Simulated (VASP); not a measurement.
# MgS (Fmmm) in VASP: further runs

Runs on MgS. Level: LDA. Tasks: single point.

Everything below comes from runs of VASP 6.6.1. Logs are shortened: lines on timing, memory, paths and dates and some standing lists are left out, and cuts for length are marked.

**1. The cell of the first run**

The structure is orthorhombic, space group Fmmm (No. 69). Conventional cell: a = 5.008 Å, b = 5.203 Å, c = 5.398 Å, α = 90.00°, β = 90.00°, γ = 90.00°. Within 3.3 Å of Mg (site symmetry mmm) lie 6 S at 2.50 to 2.70 Å. S (site symmetry mmm) has 6 Mg at 2.50 to 2.70 Å within 3.3 Å.

**2. Single point, LDA (strain +0.0375 x Voigt [1, -1, 0, 0, 0, 0])**

Input file INCAR:

```
PREC = Accurate
ENCUT = 520
EDIFF = 1E-6
ISMEAR = 0
SIGMA = 0.05
LREAL = False
LASPH = True
NELM = 100
ALGO = Normal
ISIF = 2
LWAVE = False
LCHARG = False
NBANDS = 11
```

Input file KPOINTS:

```
regular mesh
0
Gamma
  8 8 8
```

Input file POSCAR:

```
MgS
1.0
    0.0000000000      2.5040881250      2.6016500000
    2.6992118750      0.0000000000      2.6016500000
    2.6992118750      2.5040881250      0.0000000000
Mg S
1 1
Direct
    0.0000000000      0.0000000000      0.0000000000
    0.5000000000      0.5000000000      0.5000000000
```

Potentials or basis: VASP PAW LDA potentials, release 64 (Mg, S).

Launch:

```sh
$ cat potpaw_LDA.64/Mg/POTCAR potpaw_LDA.64/S/POTCAR > POTCAR
$ mpirun -np 1 vasp_std > vasp.out
```

OUTCAR:

```text
PREC = Accurate
   ENCUT = 520
   EDIFF = 1E-6
   ISMEAR = 0
   LREAL = False
   LASPH = True
   NELM = 100
   ISIF = 2

 ion  position               nearest neighbor table
   1  0.000  0.000  0.000-   2 2.50   2 2.50   2 2.60   2 2.60   2 2.70   2 2.70
   2  0.500  0.500  0.500-   1 2.50   1 2.50   1 2.60   1 2.60   1 2.70   1 2.70

  LATTYP: Found a face centered orthorhombic cell.
 ALAT       =     5.0081762500
 B/A-ratio  =     1.0389610390
 C/A-ratio  =     1.0779220779

  Lattice vectors:

 A1 = (  -2.6992118750,   0.0000000000,  -2.6016500000)
 A2 = (  -2.6992118750,   2.5040881250,   0.0000000000)
 A3 = (   0.0000000000,   2.5040881250,  -2.6016500000)

Analysis of symmetry for initial positions (statically):
=====================================================================
 Subroutine PRICEL returns:
 Original cell was already a primitive cell.

 Routine SETGRP: Setting up the symmetry group for a
 face centered orthorhombic supercell.

 Subroutine GETGRP returns: Found  8 space group operations
 (whereof  8 operations were pure point group operations)
 out of a pool of  8 trial point group operations.

The static configuration has the point symmetry D_2h.

Analysis of symmetry for dynamics (positions and initial velocities):
=====================================================================
 Subroutine PRICEL returns:
 Original cell was already a primitive cell.

 Routine SETGRP: Setting up the symmetry group for a
 face centered orthorhombic supercell.

 Subroutine GETGRP returns: Found  8 space group operations
 (whereof  8 operations were pure point group operations)
 out of a pool of  8 trial point group operations.

The dynamic configuration has the point symmetry D_2h.

 Subroutine INISYM returns: Found  8 space group operations
 (whereof  8 operations are pure point group operations),
 and found     1 'primitive' translations

----------------------------------------------------------------------------------------

                                     Primitive cell

  volume of cell :      35.1694

  direct lattice vectors                    reciprocal lattice vectors
     0.000000000  2.504088125  2.601650000    -0.185239256  0.199673484  0.192185728
     2.699211875  0.000000000  2.601650000     0.185239256 -0.199673484  0.192185728
     2.699211875  2.504088125  0.000000000     0.185239256  0.199673484 -0.192185728

  length of vectors
     3.610961099  3.748910171  3.681874806     0.333344321  0.333344321  0.333344321

  position of ions in fractional coordinates (direct lattice)
     0.000000000  0.000000000  0.000000000
     0.500000000  0.500000000  0.500000000

  ion indices of the primitive-cell ions
   primitive index   ion index
                 1           1
                 2           2

----------------------------------------------------------------------------------------

 KPOINTS: regular mesh

Automatic generation of k-mesh.
 Grid dimensions read from file:
 generate k-points for:    8    8    8

 Generating k-lattice:

  Cartesian coordinates                     Fractional coordinates (reciprocal lattice)
    -0.023154907  0.024959185  0.024023216     0.125000000  0.000000000  0.000000000
     0.023154907 -0.024959185  0.024023216     0.000000000  0.125000000  0.000000000
     0.023154907  0.024959185 -0.024023216     0.000000000  0.000000000  0.125000000

  Length of vectors
     0.041668040  0.041668040  0.041668040

  Shift w.r.t. Gamma in fractional coordinates (k-lattice)
     0.000000000  0.000000000  0.000000000

 Subroutine IBZKPT returns following result:
 ===========================================

 Found     95 irreducible k-points:

 Following reciprocal coordinates:
            Coordinates               Weight
  0.000000  0.000000  0.000000      1.000000
  0.125000  0.000000 -0.000000      8.000000
  0.250000  0.000000 -0.000000      8.000000
  0.375000  0.000000 -0.000000      8.000000
  0.500000  0.000000 -0.000000      4.000000
  0.125000  0.125000  0.000000      2.000000
[... 16 lines left out ...]
  0.250000  0.000000  0.125000      8.000000
  0.375000  0.000000  0.125000      8.000000
 [... further k-points ...]
   k-points           NKPTS =     95   k-points in BZ     NKDIM =     95   number of bands    NBANDS=     11
   number of dos      NEDOS =    301   number of ions     NIONS =      2
   total plane-waves  NPLWV =  21952
   dimension x,y,z NGX =    28 NGY =   28 NGZ =   28
   dimension x,y,z NGXF=    56 NGYF=   56 NGZF=   56
   ions per type =               1   1
   NGX,Y,Z   is equivalent  to a cutoff of  12.89, 12.42, 12.64 a.u.
   NGXF,Y,Z  is equivalent  to a cutoff of  25.78, 24.83, 25.29 a.u.
 SYSTEM =  unknown system
   PREC   = accura    normal or accurate (medium, high low for compatibility)
   ISTART =      0    job   : 0-new  1-cont  2-samecut
   ICHARG =      2    charge: 1-file 2-atom 10-const
   ISPIN  =      1    spin polarized calculation?
   LNONCOLLINEAR =      F non collinear calculations
   LSORBIT =      F    spin-orbit coupling
   LASPH  =      T    aspherical Exc in radial PAW
   ENCUT  =  520.0 eV  38.22 Ry    6.18 a.u.   6.71  6.97  6.85*2*pi/ulx,y,z
   NELM   =    100;   NELMIN=  2; NELMDL= -5     # of ELM steps
   EDIFF  = 0.1E-05   stopping-criterion for ELM
   LREAL  =      F    real-space projection
   EDIFFG = 0.1E-04   stopping-criterion for IOM
   NSW    =      0    number of steps for IOM
   IBRION =     -1    ionic relax: 0-MD 1-quasi-New 2-CG
   NFREE  =      0    steps in history (QN), initial steepest desc. (CG)
   ISIF   =      2    stress and relaxation
   ISYM   =      2    0-nonsym 1-usesym 2-fastsym
   POTIM  = 0.5000    time-step for ionic-motion
   TEBEG  =    0.0;   TEEND  =   0.0 temperature during run
   PSTRESS=    0.0 pullay stress
   NELECT =       8.0000    total number of electrons
   NUPDOWN=      -1.0000    fix difference up-down
   EMIN   =  10.00;   EMAX   =-10.00  energy-range for DOS
   EFERMI =   0.00;   METHOD = LEGACY
   ISMEAR =     0;   SIGMA  =   0.05  broadening in eV -4-tet -1-fermi 0-gaus
   EFERMI_NEDOS =   21; number of points for ismear=-14 and -15
   IALGO  =     38    algorithm
   IMIX   =      4    mixing-type and parameters
     AMIX     =   0.40;   BMIX     =  1.00
     AMIX_MAG =   1.60;   BMIX_MAG =  1.00
  volume/ion in A,a.u.               =      17.58       118.67
  Fermi-wavevector in a.u.,A,eV,Ry     =   0.999347  1.888492 13.588064  0.998695
  Thomas-Fermi vector in A             =   2.131631
   LORBIT       =      0    0 simple, 1 ext, 2 COOP (PROOUT), +10 PAW based schemes
   GGA     = CA    functional components
   LHFCALC =     F    Hartree Fock is set to
   AEXX    =    0.0000 exact exchange contribution
   IVDW    =     0    specifies the selected vdW correction
   LEPSILON=     F    determine dielectric tensor
   LRPA    =     F    only Hartree local field effects (RPA)
 non-spin polarized calculation
 Gauss-broadening in eV      SIGMA  =   0.05
  energy-cutoff  :      520.00
  volume of cell :       35.17
 maximum number of plane-waves:       964
   NGX = 13   NGY = 13   NGZ = 13

 number of electron       7.9999999 magnetization

 Free energy of the ion-electron system (eV)
  ---------------------------------------------------
  ext. energy  EPLUGINS =         0.00000000
  ---------------------------------------------------
  free energy    TOTEN  =        -9.54256332 eV

  energy without entropy =       -9.54256332  energy(sigma->0) =       -9.54256332

 E-fermi :   3.9536     XC(G=0):  -9.9882

 val. band max:        3.7316862847   @ k =   0.0000   0.0000   0.0000
 cond. band min:       6.0028886751   @ k =   0.5000   0.0000   0.5000
 fundamental gap:      2.2712023904
 Fermi energy:         3.9535553427

 k-point     1 :       0.0000    0.0000    0.0000
  band No.  band energies     occupation
      1      -9.0687      2.00000
      2       3.4033      2.00000
      3       3.6066      2.00000
      4       3.7317      2.00000
      5       7.0899      0.00000
      6      11.0651      0.00000
      7      11.4500      0.00000
      8      11.8416      0.00000
      9      13.3919      0.00000
     10      14.2831      0.00000
     11      15.4885      0.00000

 k-point     2 :       0.1250    0.0000   -0.0000
  band No.  band energies     occupation
      1      -8.9148      2.00000
      2       2.4818      2.00000
      3       3.4303      2.00000
      4       3.5457      2.00000
      5       7.9066      0.00000
      6      11.0659      0.00000
      7      11.4292      0.00000
      8      11.9550      0.00000
      9      12.8626      0.00000
     10      13.4980      0.00000
     11      15.9306      0.00000

 k-point     3 :       0.2500    0.0000   -0.0000
  band No.  band energies     occupation
      1      -8.4974      2.00000
      2       0.7127      2.00000
      3       3.2439      2.00000
      4       3.2689      2.00000
      5       8.3545      0.00000
      6      10.8816      0.00000
      7      11.5897      0.00000
      8      11.8158      0.00000
      9      13.7416      0.00000
     10      13.8128      0.00000
     11      15.3148      0.00000

 k-point     4 :       0.3750    0.0000   -0.0000
  band No.  band energies     occupation
      1      -7.9853      2.00000
      2      -0.7460      2.00000
      3       2.9876      2.00000
      4       3.1281      2.00000
      5       8.0618      0.00000
      6      10.2665      0.00000
      7      10.9912      0.00000
      8      13.1404      0.00000
      9      14.9500      0.00000
     10      15.6921      0.00000
     11      15.9036      0.00000

 k-point     5 :       0.5000    0.0000   -0.0000
  band No.  band energies     occupation
      1      -7.7293      2.00000
      2      -1.3334      2.00000
      3       2.8901      2.00000
      4       3.0747      2.00000
      5       7.9107      0.00000
      6      10.0439      0.00000
      7      10.7477      0.00000
      8      13.4676      0.00000
      9      15.5275      0.00000
     10      17.6628      0.00000
     11      18.2727      0.00000
[... 211 lines left out ...]
 k-point    21 :       0.5000    0.5000    0.0000
  band No.  band energies     occupation
      1      -7.3477      2.00000
      2      -0.6809      2.00000
      3       1.5637      2.00000
      4       2.2121      2.00000
      5       6.1780      0.00000
      6       7.8718      0.00000
      7      15.3622      0.00000
      8      15.6956      0.00000
      9      16.2107      0.00000
     10      17.7662      0.00000
     11      18.5494      0.00000

 k-point    22 :       0.1250    0.0000    0.1250
  band No.  band energies     occupation
      1      -8.8451      2.00000
      2       2.3808      2.00000
      3       3.1883      2.00000
      4       3.3703      2.00000
      5       8.2639      0.00000
      6      10.6566      0.00000
      7      11.8432      0.00000
      8      11.9735      0.00000
      9      12.5066      0.00000
     10      13.7555      0.00000
     11      16.2722      0.00000

 k-point    23 :       0.2500    0.0000    0.1250
  band No.  band energies     occupation
      1      -8.5012      2.00000
      2       1.0903      2.00000
      3       2.9053      2.00000
      4       3.0626      2.00000
      5       8.8901      0.00000
      6      10.3001      0.00000
      7      11.3047      0.00000
      8      11.9275      0.00000
      9      13.1484      0.00000
     10      14.4694      0.00000
     11      16.5871      0.00000

 k-point    24 :       0.3750    0.0000    0.1250
  band No.  band energies     occupation
      1      -8.0103      2.00000
      2      -0.3258      2.00000
      3       2.6982      2.00000
      4       2.7334      2.00000
      5       8.6027      0.00000
      6      10.4009      0.00000
      7      11.1991      0.00000
      8      11.6645      0.00000
      9      14.6546      0.00000
     10      16.4888      0.00000
     11      16.6149      0.00000

 [... further k-points ...]
[... 5 lines left out ...]
  --------------------------------------------------------------------------------------
  -------------------------------------------------------------------------------------
  Total       -1.4299575      0.1820469     -0.7802513      0.0000000      0.0000000      0.0000000
  in kB      -65.1430762      8.2933219    -35.5450920      0.0000000      0.0000000      0.0000000
  external PRESSURE =     -30.7982821 kB  Pullay stress =       0.0000000 kB

 VOLUME and BASIS-vectors are now :
 -----------------------------------------------------------------------------
  energy-cutoff  :      520.00
  volume of cell :       35.17
      direct lattice vectors                 reciprocal lattice vectors
     0.000000000  2.504088125  2.601650000    -0.185239256  0.199673484  0.192185728
     2.699211875  0.000000000  2.601650000     0.185239256 -0.199673484  0.192185728
     2.699211875  2.504088125  0.000000000     0.185239256  0.199673484 -0.192185728

 POSITION                                       TOTAL-FORCE (eV/Angst)
 -----------------------------------------------------------------------------------
      0.00000      0.00000      0.00000        -0.000000      0.000000     -0.000000
      2.69921      2.50409      2.60165         0.000000     -0.000000      0.000000
 -----------------------------------------------------------------------------------
    total drift:                                0.000000      0.000000      0.000000

  FREE ENERGIE OF THE ION-ELECTRON SYSTEM (eV)
  ---------------------------------------------------
  free  energy   TOTEN  =        -9.5425633217 eV

  energy  without entropy=       -9.5425633217  energy(sigma->0) =       -9.54256332
```

Run time: 30 s. Hardware: 1 thread of Intel Xeon Platinum 8375C at 2.90GHz (Ice Lake), shared host; peak memory 0.17 GiB.

Results:

* Free energy: -9.5426 eV
* Pressure: -3.1 GPa
* Band gap on the k mesh: 2.27 eV, indirect (least direct gap 3.36 eV)

Caveat: the cell differs from its parent crystal (strain +0.0375 x Voigt [1, -1, 0, 0, 0, 0]).

**3. Single point, LDA (strain +0.0562 x Voigt [1, -1, 0, 0, 0, 0])**

Input file INCAR:

```
PREC = Accurate
ENCUT = 520
EDIFF = 1E-7
ISMEAR = 0
SIGMA = 0.05
LREAL = False
LASPH = True
NELM = 100
ALGO = Normal
ISIF = 2
LWAVE = False
LCHARG = True
LELF = True
LVHAR = True
NBANDS = 11
```

KPOINTS is that of step 2.

Input file POSCAR:

```
MgS
1.0
    0.0000000000      2.4554372700      2.6016500000
    2.7478627300      0.0000000000      2.6016500000
    2.7478627300      2.4554372700      0.0000000000
Mg S
1 1
Direct
    0.0000000000      0.0000000000      0.0000000000
    0.5000000000      0.5000000000      0.5000000000
```

Potentials or basis: VASP PAW LDA potentials, release 64 (Mg, S).

Launch:

```sh
$ cat potpaw_LDA.64/Mg/POTCAR potpaw_LDA.64/S/POTCAR > POTCAR
$ mpirun -np 1 vasp_std > vasp.out
```

Run time: 40 s. Hardware: 1 thread of Intel Xeon Platinum 8375C at 2.90GHz (Ice Lake), shared host; peak memory 0.16 GiB.

Results (log left out):

```yaml
Free_energy: -9.5049 eV
Pressure: -2.1 GPa
Band_gap_on_the_k_mesh: 2.19 eV, indirect (least direct gap 3.32 eV)
```

Stress tensor (GPa, compression positive):
```
-7.29  0.00  0.00
 0.00  4.17  0.00
 0.00  0.00 -3.19
```

Levels at points of the mesh, in eV from the valence-band top:
```
           k point  band 2  band 3  band 4  band 5  band 6  band 7
(0.00, 0.00, 0.00)   -0.48   -0.15    0.00    3.32    7.12    7.70
(0.50, 0.00, 0.00)   -5.13   -0.95   -0.68    4.07    6.16    7.23
(0.50, 0.50, 0.00)   -4.48   -2.36   -1.40    2.44    4.13   11.47
(0.50, 0.00, 0.50)   -4.38   -2.40   -1.92    2.19    3.87   11.89
(0.00, 0.50, 0.50)   -4.51   -1.90   -1.41    2.77    4.27   11.02
```

Caveat: the cell differs from its parent crystal (strain +0.0562 x Voigt [1, -1, 0, 0, 0, 0]). A k mesh can miss the band edges.
